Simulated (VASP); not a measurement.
# WC (Cmmm) in VASP: settings compared

Aim: see how the results for WC move with the level of theory and the settings. Levels: PBE, BLYP+D3(BJ), BLYP+D4. Tasks: single point, relaxation of cell and atoms.

Program: VASP 6.6.1. These are calculated values, not measurements. Logs are shortened: lines on timing, memory, paths and dates and some standing lists are left out, and cuts for length are marked.

## Step 1: The cell of the first run

The structure is orthorhombic, space group Cmmm (No. 65). Conventional cell: a = 3.281 Å, b = 4.236 Å, c = 4.309 Å, α = 90.00°, β = 90.00°, γ = 90.00°. Within 3.5 Å of W (site symmetry mmm) lie 6 W at 2.68 to 3.28 Å and 8 C at 2.71 to 3.02 Å. Within 3.5 Å of C (site symmetry mmm) lie 6 C at 2.68 to 3.28 Å and 8 W at 2.71 to 3.02 Å.

## Step 2: Single point, PBE

INCAR

```
SYSTEM = WC
PREC = Accurate ; ENCUT = 520
EDIFF = 1E-6 ; ISMEAR = 0
SIGMA = 0.03 ; LREAL = .False.
LASPH = .True. ; NELM = 100
ALGO = Normal ; ISIF = 2
LWAVE = .False. ; LCHARG = .False.
GGA = PE ; NBANDS = 16
```

KPOINTS

```
Automatic mesh
0
Gamma
  10 10 6
  0 0 0
```

POSCAR

```
WC
1.0
    1.6403461100     -2.1180379000      0.0000000000
    1.6403461100      2.1180379000      0.0000000000
    0.0000000000      0.0000000000      4.3094211000
W C
1 1
Direct
    0.5000000000      0.5000000000      0.5000000000
    0.0000000000      0.0000000000      0.0000000000
```

Potentials or basis: VASP PAW PBE potentials, release 64 (W_sv, C).

Started as:

```sh
$ cat potpaw_PBE.64/W_sv/POTCAR potpaw_PBE.64/C/POTCAR > POTCAR
$ mpirun -np 1 vasp_std > vasp.out
```

OUTCAR:

```text
SYSTEM = WC
   PREC = Accurate
   ENCUT = 520
   EDIFF = 1E-6
   ISMEAR = 0
   LREAL = .False.
   LASPH = .True.
   NELM = 100
   ISIF = 2
   GGA = PE

 ion  position               nearest neighbor table
   1  0.500  0.500  0.500-   2 2.71   2 2.71   2 2.71   2 2.71
   2  0.000  0.000  0.000-   1 2.71   1 2.71   1 2.71   1 2.71

  LATTYP: Found a base centered orthorhombic cell.
 ALAT       =     3.2806922200
 B/A-ratio  =     1.2912140231
 C/A-ratio  =     1.3135706769

  Lattice vectors:

 A1 = (   1.6403461100,  -2.1180379000,   0.0000000000)
 A2 = (   1.6403461100,   2.1180379000,   0.0000000000)
 A3 = (   0.0000000000,   0.0000000000,   4.3094211000)

Analysis of symmetry for initial positions (statically):
=====================================================================
 Subroutine PRICEL returns:
 Original cell was already a primitive cell.

 Routine SETGRP: Setting up the symmetry group for a
 base centered orthorhombic supercell.

 Subroutine GETGRP returns: Found  8 space group operations
 (whereof  8 operations were pure point group operations)
 out of a pool of  8 trial point group operations.

The static configuration has the point symmetry D_2h.

Analysis of symmetry for dynamics (positions and initial velocities):
=====================================================================
 Subroutine PRICEL returns:
 Original cell was already a primitive cell.

 Routine SETGRP: Setting up the symmetry group for a
 base centered orthorhombic supercell.

 Subroutine GETGRP returns: Found  8 space group operations
 (whereof  8 operations were pure point group operations)
 out of a pool of  8 trial point group operations.

The dynamic configuration has the point symmetry D_2h.

 Subroutine INISYM returns: Found  8 space group operations
 (whereof  8 operations are pure point group operations),
 and found     1 'primitive' translations

----------------------------------------------------------------------------------------

                                     Primitive cell

  volume of cell :      29.9446

  direct lattice vectors                    reciprocal lattice vectors
     1.640346110 -2.118037900  0.000000000     0.304813720 -0.236067542  0.000000000
     1.640346110  2.118037900  0.000000000     0.304813720  0.236067542  0.000000000
     0.000000000  0.000000000  4.309421100     0.000000000  0.000000000  0.232049729

  length of vectors
     2.678958735  2.678958735  4.309421100     0.385537661  0.385537661  0.232049729

  position of ions in fractional coordinates (direct lattice)
     0.500000000  0.500000000  0.500000000
     0.000000000  0.000000000  0.000000000

  ion indices of the primitive-cell ions
   primitive index   ion index
                 1           1
                 2           2

----------------------------------------------------------------------------------------

 KPOINTS: Automatic mesh

Automatic generation of k-mesh.
 Grid dimensions read from file:
 generate k-points for:   10   10    6

 Generating k-lattice:

  Cartesian coordinates                     Fractional coordinates (reciprocal lattice)
     0.030481372 -0.023606754  0.000000000     0.100000000  0.000000000  0.000000000
     0.030481372  0.023606754  0.000000000     0.000000000  0.100000000  0.000000000
     0.000000000  0.000000000  0.038674955     0.000000000  0.000000000  0.166666667

  Length of vectors
     0.038553766  0.038553766  0.038674955

  Shift w.r.t. Gamma in fractional coordinates (k-lattice)
     0.000000000  0.000000000  0.000000000

 Subroutine IBZKPT returns following result:
 ===========================================

 Found    124 irreducible k-points:

 Following reciprocal coordinates:
            Coordinates               Weight
  0.000000  0.000000  0.000000      1.000000
  0.100000  0.000000  0.000000      4.000000
  0.200000  0.000000  0.000000      4.000000
  0.300000  0.000000  0.000000      4.000000
  0.400000  0.000000  0.000000      4.000000
  0.500000  0.000000  0.000000      2.000000
[... 16 lines left out ...]
  0.300000  0.300000  0.000000      2.000000
  0.400000  0.300000  0.000000      4.000000
 [... further k-points ...]
   k-points           NKPTS =    124   k-points in BZ     NKDIM =    124   number of bands    NBANDS=     16
   number of dos      NEDOS =    301   number of ions     NIONS =      2
   total plane-waves  NPLWV =  12800
   dimension x,y,z NGX =    20 NGY =   20 NGZ =   32
   dimension x,y,z NGXF=    40 NGYF=   40 NGZF=   64
   ions per type =               1   1
   NGX,Y,Z   is equivalent  to a cutoff of  12.41, 12.41, 12.34 a.u.
   NGXF,Y,Z  is equivalent  to a cutoff of  24.82, 24.82, 24.69 a.u.
 SYSTEM =  WC
   PREC   = accura    normal or accurate (medium, high low for compatibility)
   ISTART =      0    job   : 0-new  1-cont  2-samecut
   ICHARG =      2    charge: 1-file 2-atom 10-const
   ISPIN  =      1    spin polarized calculation?
   LNONCOLLINEAR =      F non collinear calculations
   LSORBIT =      F    spin-orbit coupling
   LASPH  =      T    aspherical Exc in radial PAW
   ENCUT  =  520.0 eV  38.22 Ry    6.18 a.u.   4.98  4.98  8.01*2*pi/ulx,y,z
   NELM   =    100;   NELMIN=  2; NELMDL= -5     # of ELM steps
   EDIFF  = 0.1E-05   stopping-criterion for ELM
   LREAL  =      F    real-space projection
   EDIFFG = 0.1E-04   stopping-criterion for IOM
   NSW    =      0    number of steps for IOM
   IBRION =     -1    ionic relax: 0-MD 1-quasi-New 2-CG
   NFREE  =      0    steps in history (QN), initial steepest desc. (CG)
   ISIF   =      2    stress and relaxation
   ISYM   =      2    0-nonsym 1-usesym 2-fastsym
   POTIM  = 0.5000    time-step for ionic-motion
   TEBEG  =    0.0;   TEEND  =   0.0 temperature during run
   PSTRESS=    0.0 pullay stress
   NELECT =      18.0000    total number of electrons
   NUPDOWN=      -1.0000    fix difference up-down
   EMIN   =  10.00;   EMAX   =-10.00  energy-range for DOS
   EFERMI =   0.00;   METHOD = LEGACY
   ISMEAR =     0;   SIGMA  =   0.03  broadening in eV -4-tet -1-fermi 0-gaus
   EFERMI_NEDOS =   21; number of points for ismear=-14 and -15
   IALGO  =     38    algorithm
   IMIX   =      4    mixing-type and parameters
     AMIX     =   0.40;   BMIX     =  1.00
     AMIX_MAG =   1.60;   BMIX_MAG =  1.00
  volume/ion in A,a.u.               =      14.97       101.04
  Fermi-wavevector in a.u.,A,eV,Ry     =   1.381634  2.610909 25.972324  1.908912
  Thomas-Fermi vector in A             =   2.506400
   LORBIT       =      0    0 simple, 1 ext, 2 COOP (PROOUT), +10 PAW based schemes
   GGA     = PE    functional components
   LHFCALC =     F    Hartree Fock is set to
   AEXX    =    0.0000 exact exchange contribution
   IVDW    =     0    specifies the selected vdW correction
   LEPSILON=     F    determine dielectric tensor
   LRPA    =     F    only Hartree local field effects (RPA)
 non-spin polarized calculation
 Gauss-broadening in eV      SIGMA  =   0.03
  energy-cutoff  :      520.00
  volume of cell :       29.94
 maximum number of plane-waves:       828
   NGX =  9   NGY =  9   NGZ = 17

 number of electron      18.0000005 magnetization

 Free energy of the ion-electron system (eV)
  ---------------------------------------------------
  ext. energy  EPLUGINS =         0.00000000
  ---------------------------------------------------
  free energy    TOTEN  =       -16.70026452 eV

  energy without entropy =      -16.69944383  energy(sigma->0) =      -16.69985418

 E-fermi :   7.0958     XC(G=0): -11.8809

 val. band max:        7.0872698291   @ k =  -0.2000   0.1000   0.0000
 cond. band min:       7.1004845763   @ k =  -0.3000   0.3000   0.0000
 fundamental gap:      0.0132147472
 Fermi energy:         7.0957625282

 k-point     1 :       0.0000    0.0000    0.0000
  band No.  band energies     occupation
      1     -67.7135      2.00000
      2     -32.0182      2.00000
      3     -31.3619      2.00000
      4     -31.0999      2.00000
      5      -5.1994      2.00000
      6       1.5017      2.00000
[... 8 lines left out ...]
     15      18.6861      0.00000
     16      21.8090      0.00000

 k-point     2 :       0.1000    0.0000    0.0000
  band No.  band energies     occupation
      1     -67.7059      2.00000
      2     -32.0062      2.00000
      3     -31.4203      2.00000
      4     -31.1484      2.00000
      5      -5.0012      2.00000
      6       1.8399      2.00000
[... 8 lines left out ...]
     15      18.5153      0.00000
     16      21.9535      0.00000

 k-point     3 :       0.2000    0.0000    0.0000
  band No.  band energies     occupation
      1     -67.6860      2.00000
      2     -31.9745      2.00000
      3     -31.6473      2.00000
      4     -31.1945      2.00000
      5      -4.4352      2.00000
      6       2.5031      2.00000
[... 8 lines left out ...]
     15      17.6887      0.00000
     16      21.6196      0.00000

 k-point     4 :       0.3000    0.0000    0.0000
  band No.  band energies     occupation
      1     -67.6612      2.00000
      2     -31.9645      2.00000
      3     -31.9350      2.00000
      4     -31.2016      2.00000
      5      -3.5762      2.00000
      6       2.6838      2.00000
[... 8 lines left out ...]
     15      16.2987      0.00000
     16      19.8934      0.00000
[... 324 lines left out ...]
 k-point    22 :      -0.2000    0.2000    0.0000
  band No.  band energies     occupation
      1     -67.6618      2.00000
      2     -31.9402      2.00000
      3     -31.5872      2.00000
      4     -31.5400      2.00000
      5      -4.0852      2.00000
      6       3.5363      2.00000
[... 8 lines left out ...]
     15      18.6414      0.00000
     16      21.6179      0.00000

 k-point    23 :       0.3000    0.3000    0.0000
  band No.  band energies     occupation
      1     -67.6107      2.00000
      2     -31.9137      2.00000
      3     -31.9002      2.00000
      4     -31.8573      2.00000
      5      -1.8164      2.00000
      6       3.3106      2.00000
[... 8 lines left out ...]
     15      17.6369      0.00000
     16      19.3544      0.00000

 k-point    24 :       0.4000    0.3000    0.0000
  band No.  band energies     occupation
      1     -67.5930      2.00000
      2     -32.1437      2.00000
      3     -31.8570      2.00000
      4     -31.8322      2.00000
      5      -1.3333      2.00000
      6       3.2635      2.00000
[... 8 lines left out ...]
     15      18.1529      0.00000
     16      18.5218      0.00000

 [... further k-points ...]

------------------------ aborting loop because EDIFF is reached ----------------------------------------

  FORCE on cell =-STRESS in cart. coord.  units (eV):
  Direction    XX          YY          ZZ          XY          YZ          ZX
  --------------------------------------------------------------------------------------
  -------------------------------------------------------------------------------------
  Total       -6.5366146     -0.3687084    -10.9807811      0.0000000      0.0000000      0.0000000
  in kB     -349.7400070    -19.7276569   -587.5240723      0.0000000      0.0000000      0.0000000
  external PRESSURE =    -318.9972454 kB  Pullay stress =       0.0000000 kB

 VOLUME and BASIS-vectors are now :
 -----------------------------------------------------------------------------
  energy-cutoff  :      520.00
  volume of cell :       29.94
      direct lattice vectors                 reciprocal lattice vectors
     1.640346110 -2.118037900  0.000000000     0.304813720 -0.236067542  0.000000000
     1.640346110  2.118037900  0.000000000     0.304813720  0.236067542  0.000000000
     0.000000000  0.000000000  4.309421100     0.000000000  0.000000000  0.232049729

 POSITION                                       TOTAL-FORCE (eV/Angst)
 -----------------------------------------------------------------------------------
      1.64035      0.00000      2.15471        -0.000000     -0.000000      0.000000
      0.00000      0.00000      0.00000         0.000000      0.000000      0.000000
 -----------------------------------------------------------------------------------
    total drift:                                0.000000      0.000000      0.000000

  FREE ENERGIE OF THE ION-ELECTRON SYSTEM (eV)
  ---------------------------------------------------
  free  energy   TOTEN  =       -16.7002645208 eV

  energy  without entropy=      -16.6994438338  energy(sigma->0) =      -16.69985418
```

Run time: 64 s. Hardware: 1 thread of Intel Xeon 8259CL, shared host; peak memory 0.18 GiB.

What came out:

```yaml
Free_energy: -16.7003 eV
Pressure: -31.9 GPa
Band_gap_on_the_k_mesh: zero (bands 9 and 10 overlap by 4.08 eV)
```

Levels at points of the mesh, in eV from the Fermi level:
```
           k point  band 5  band 6  band 7  band 8  band 9  band 10  band 11  band 12  band 13  band 14
(0.00, 0.00, 0.00)  -12.30   -5.59   -3.41   -3.21    1.81     2.06     2.09     2.65     2.71     2.93
(0.50, 0.00, 0.00)   -9.10   -5.83   -4.81   -3.70    1.85     1.87     2.58     3.50     4.33     4.65
(0.50, 0.50, 0.00)   -8.28   -3.74   -3.30   -2.61   -0.90    -0.74    -0.20     0.99     6.06     6.83
(0.00, 0.00, 0.50)  -11.34   -7.94   -3.38   -2.68    0.20     2.03     2.59     3.67     4.40     6.12
(0.50, 0.00, 0.50)   -9.64   -4.49   -3.94   -2.49   -0.68     0.21     2.21     2.35     2.61     6.42
(0.50, 0.50, 0.50)   -7.37   -5.68   -5.02   -2.88    0.21     1.07     2.64     3.62     4.15     6.06
```

Caveat: the stress differs along the axes, from -59 to -2 GPa; spin-orbit coupling is left out, which moves the levels of the heavy elements.

## Step 3: Relaxation of cell and atoms, BLYP+D3(BJ)

INCAR

```
SYSTEM = WC
PREC = Accurate ; ENCUT = 600
EDIFF = 1E-6 ; ISMEAR = -1
SIGMA = 0.05 ; LREAL = .FALSE.
LASPH = .TRUE. ; NELM = 100
ALGO = Normal ; ISIF = 3
LWAVE = .FALSE. ; LCHARG = .FALSE.
GGA = B5 ; ALDAX = 1.0
AGGAX = 1.0 ; AGGAC = 1.0
ALDAC = 0.0 ; IVDW = 12
VDW_S6 = 1.0 ; VDW_S8 = 2.6996
VDW_A1 = 0.4298 ; VDW_A2 = 4.2359
IBRION = 2 ; NSW = 60
EDIFFG = -0.01
```

KPOINTS

```
Automatic mesh
0
G
  10 10 6
  0 0 0
```

POSCAR is that of step 2.

Potentials or basis: VASP PAW PBE potentials, release 64 (W_sv, C).

Started as:

```sh
$ cat potpaw_PBE.64/W_sv/POTCAR potpaw_PBE.64/C/POTCAR > POTCAR
$ mpirun -np 1 vasp_std > vasp.out
```

It took 16 min on 1 thread of Intel Xeon 8259CL, shared host; peak memory 0.23 GiB.

It converged, with:

```yaml
Free_energy: -20.3089 eV
Relaxed_volume: 11.69 Å³/atom
Relaxed_cell: a = 3.011 Å, b = 3.011 Å, c = 3.022 Å, α = 90.00°, β = 90.00°, γ = 121.41°
Space_group_after_relaxing_to_0.1_Å: Cmmm (No. 65)
Energy_gained_by_relaxing: 1897.9 meV/atom
Ionic_steps: 21
Pressure_after_relaxing: 0.0 GPa
Band_gap_on_the_k_mesh: zero (bands 9 and 10 overlap by 3.29 eV)
Dispersion_energy_per_atom: -0.953 eV
```

Stress tensor (GPa, compression positive):
```
 0.04  0.00  0.00
 0.00  0.01  0.00
 0.00  0.00 -0.09
```

The path:
```tsv
step	energy change (eV)	largest force (eV/Å)	pressure (GPa)	volume (Å³)
1	0.0000	0.0000	-32.06	29.94
2	-2.1053	0.0000	86.60	18.35
3	-2.3744	0.0000	29.44	20.45
4	-2.7933	0.0000	92.00	18.76
5	-3.1149	0.0000	56.67	19.46
6	-3.6853	0.0000	-14.12	23.79
7	-3.7286	0.0000	-2.86	22.71
8	-3.7285	0.0000	-3.65	22.78
9	-3.7709	0.0000	0.32	22.82
10	-3.7762	0.0000	7.34	22.85
11	-3.7822	0.0000	4.56	22.84
12	-3.7943	0.0000	-0.23	23.42
13	-3.7945	0.0000	-0.73	23.49
14	-3.7956	0.0000	0.28	23.42
15	-3.7956	0.0000	0.46	23.40
16	-3.7957	0.0000	-0.43	23.45
17	-3.7957	0.0000	-0.13	23.43
18	-3.7958	0.0000	-0.12	23.42
19	-3.7958	0.0000	0.12	23.38
20	-3.7958	0.0000	-0.14	23.39
21	-3.7958	0.0000	-0.01	23.39
```

Final structure:
```
CELL_PARAMETERS angstrom
1.47340 -2.62598 0.00000
1.47340 2.62598 0.00000
0.00000 0.00000 3.02224
ATOMIC_POSITIONS crystal
W 0.50000 0.50000 0.50000
C 0.00000 0.00000 0.00000
```

Levels at points of the mesh, in eV from the Fermi level:
```
           k point  band 6  band 7  band 8  band 9  band 10  band 11  band 12  band 13
(0.00, 0.00, 0.00)   -4.57   -2.39   -1.13   -1.01     0.06     0.42     1.38     2.35
(0.50, 0.00, 0.00)   -8.11   -5.83   -5.73    1.38     2.61     3.34     4.89     5.68
(0.50, 0.50, 0.00)   -5.31   -3.88   -0.89   -0.73    -0.44     0.82     3.11     4.18
(0.00, 0.00, 0.50)   -8.60   -4.88   -2.32   -1.13    -0.49     2.48     3.44     8.95
(0.50, 0.00, 0.50)   -4.02   -3.61   -3.00   -1.29    -0.26     3.16     3.70     7.25
(0.50, 0.50, 0.50)   -7.78   -7.23   -5.65    2.63     2.70     3.34     5.42     5.50
```

Caveat: the volume moved by over 15 % at a fixed basis, so the end points are rough; the PAW data sets were made with another functional, which shifts forces and pressure a little; spin-orbit coupling is left out, which moves the levels of the heavy elements.

## Step 4: Relaxation of cell and atoms, BLYP+D4

INCAR

```
SYSTEM = WC
AGGAC = 1.0 ; AGGAX = 1.0
ALDAC = 0.0 ; ALDAX = 1.0
ALGO = Normal ; EDIFF = 1E-7
EDIFFG = -0.01 ; ENCUT = 600
GGA = B5 ; IBRION = 2
ISIF = 3 ; ISMEAR = -1
IVDW = 13 ; LASPH = .True.
LCHARG = .False. ; LREAL = .False.
LWAVE = .False. ; NELM = 60
NSW = 60 ; PREC = Accurate
SIGMA = 0.05 ; VDW_A1 = 0.44488865
VDW_A2 = 4.0933009 ; VDW_S6 = 1.0
VDW_S8 = 2.34076671
```

KPOINTS

```
k-points
0
Gamma
  10 10 6
  0 0 0
```

POSCAR is that of step 3.

Started as:

```sh
$ cat potpaw_PBE.64/W_sv/POTCAR potpaw_PBE.64/C/POTCAR > POTCAR
$ mpirun -np 1 vasp_std > vasp.out
```

Run time: 13 min. Hardware: 1 thread of Intel Xeon 8259CL, shared host; peak memory 0.22 GiB.

It converged, with:

```
Free energy                           : -20.0772 eV
Relaxed volume                        : 11.90 Å³/atom
Relaxed cell                          : a = 3.054 Å, b = 3.054 Å, c = 3.024 Å, α = 90.00°, β = 90.00°, γ = 122.43°
Space group after relaxing (to 0.1 Å) : Cmmm (No. 65)
Energy gained by relaxing             : 1889.5 meV/atom
Ionic steps                           : 17
Pressure after relaxing               : 0.0 GPa
Band gap on the k mesh                : zero (bands 9 and 10 overlap by 3.40 eV)
Dispersion energy per atom            : -0.822 eV
```

Stress tensor (GPa, compression positive):
```
 0.03  0.00  0.00
 0.00 -0.06  0.00
 0.00  0.00  0.01
```

Step by step:
```csv
step,energy change (eV),largest force (eV/Å),pressure (GPa),volume (Å³)
1,0.0000,0.0000,-29.73,29.94
2,-2.2636,0.0000,67.52,19.06
3,-2.3773,0.0000,32.53,20.45
4,-2.8717,0.0000,83.57,19.00
5,-3.0335,0.0000,60.18,19.49
6,-3.7019,0.0000,-6.52,23.32
7,-3.7078,0.0000,-2.19,22.92
8,-3.7436,0.0000,0.39,22.98
9,-3.7651,0.0000,6.16,23.06
10,-3.7784,0.0000,0.54,23.75
11,-3.7786,0.0000,-0.27,23.85
12,-3.7786,0.0000,-0.16,23.84
13,-3.7789,0.0000,0.00,23.81
14,-3.7790,0.0000,0.15,23.80
15,-3.7790,0.0000,0.14,23.80
16,-3.7790,0.0000,-0.14,23.81
17,-3.7790,0.0000,-0.01,23.81
```

Final structure:
```
W C
1.0
     1.47059   -2.67661    0.00000
     1.47059    2.67661    0.00000
     0.00000    0.00000    3.02398
W C
1 1
Direct
  0.50000 0.50000 0.50000
  0.00000 0.00000 0.00000
```

Levels at points of the mesh, in eV from the Fermi level:
```tsv
k point	band 6	band 7	band 8	band 9	band 10	band 11	band 12	band 13
(0.00, 0.00, 0.00)	-4.46	-2.50	-1.03	-0.78	0.10	0.36	1.39	2.27
(0.50, 0.00, 0.00)	-7.99	-5.77	-5.64	1.40	2.48	3.45	4.78	5.50
(0.50, 0.50, 0.00)	-5.21	-3.83	-0.75	-0.59	-0.39	0.91	2.95	4.07
(0.00, 0.00, 0.50)	-8.48	-4.85	-2.37	-1.36	-0.26	2.51	3.63	10.86
(0.50, 0.00, 0.50)	-3.85	-3.47	-2.91	-1.29	-0.27	3.02	3.75	7.31
(0.50, 0.50, 0.50)	-7.70	-7.04	-5.53	2.52	2.68	3.20	5.30	5.42
```

Caveat: the volume moved by over 15 % at a fixed basis, so the end points are rough; the PAW data sets were made with another functional, which shifts forces and pressure a little; spin-orbit coupling is left out, which moves the levels of the heavy elements.

(Part 1 of 2 ends here.)

The gap in the log of VASP goes by the Fermi energy; the results here count the filled bands.